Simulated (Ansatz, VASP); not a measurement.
**Two plane-wave programs on InSe**

Contents of INCAR:

```
PREC     = Accurate       # precision mode
ENCUT    = 520            # plane-wave cutoff, eV
EDIFF    = 1E-6           # SCF threshold, eV
ISMEAR   = 0              # smearing method
SIGMA    = 0.01           # smearing width, eV
LREAL    = False          # projectors in reciprocal space
LASPH    = True           # aspherical terms in the spheres
NELM     = 80             # most SCF steps
ALGO     = Normal         # electronic algorithm
ISIF     = 2              # what is computed and relaxed
LWAVE    = False          # write WAVECAR
LCHARG   = False          # write CHGCAR
GGA      = PE             # functional
NBANDS   = 27             # bands
```

Contents of KPOINTS:

```
regular mesh
0
Gamma
  4 4 4
```

Contents of POSCAR:

```
InSe
1.0
    5.8791298263     -2.0549041872      0.0681376718
    5.8791298263      2.0549041872      0.0681376718
   -1.6833233609      0.0000000000      4.3858890753
In Se
2 2
Direct
    0.1131987521      0.1131987521      0.9651310488
    0.8868012479      0.8868012479      0.0348689512
    0.3425800535      0.3425800535      0.3509438152
    0.6574199465      0.6574199465      0.6490561848
```

Input for Ansatz:

```yaml
crystal:
  lattice:
    - [5.8791298263, -2.0549041872, 0.0681376718]
    - [5.8791298263, 2.0549041872, 0.0681376718]
    - [-1.6833233609, 0.0, 4.3858890753]
  atoms:
    - { symbol: In, position: [0.1131987521, 0.1131987521, 0.9651310488] }
    - { symbol: In, position: [0.8868012479, 0.8868012479, 0.0348689512] }
    - { symbol: Se, position: [0.3425800535, 0.3425800535, 0.3509438152] }
    - { symbol: Se, position: [0.6574199465, 0.6574199465, 0.6490561848] }
kpoints:
  mp_grid: { grid: [4, 4, 4] }
hamiltonian:
  xc: pbe
scf:
  occupations: { method: fixed }
  n_extra_bands: 5
output:
  forces: true
  stress: true
  eigenvalues: true
basis:
  ecutwfc: 900
```

Alike in both runs: task single point; functional PBE; k mesh 4 × 4 × 4; no spin polarisation.

|  | VASP | Ansatz |
| --- | --- | --- |
| version | VASP 6.6.1 | Ansatz 0.2.0 |
| potentials or method | VASP PAW PBE potentials, release 64 (In_d, Se), cutoff 520 eV | plane waves |
| occupations | gaussian, width 0.01 eV | fixed |
| valence electrons in the cell | 38 | 58 |

VASP gave:

| Property | Result |
| --- | --- |
| gap on the k mesh at the Fermi level (eV) | 1.21 |
| pressure (GPa) | 2.6 |
| traceless stress, the component that is largest in VASP (GPa) | 0.33 |
| rms of the force components (eV/Å) | 0.109 |

Task: What did Ansatz give for the same quantities?

Result: gap on the k mesh at the Fermi level (eV): 1.22; pressure (GPa): 2.5; traceless stress, the component that is largest in VASP (GPa): 0.32; rms of the force components (eV/Å): 0.102.

Atom by atom the forces differ by 0.008 eV/Å (rms over components). VASP's potentials hold 38 valence electrons a cell and Ansatz's 58, so a difference there can come from the potentials and not from the codes.
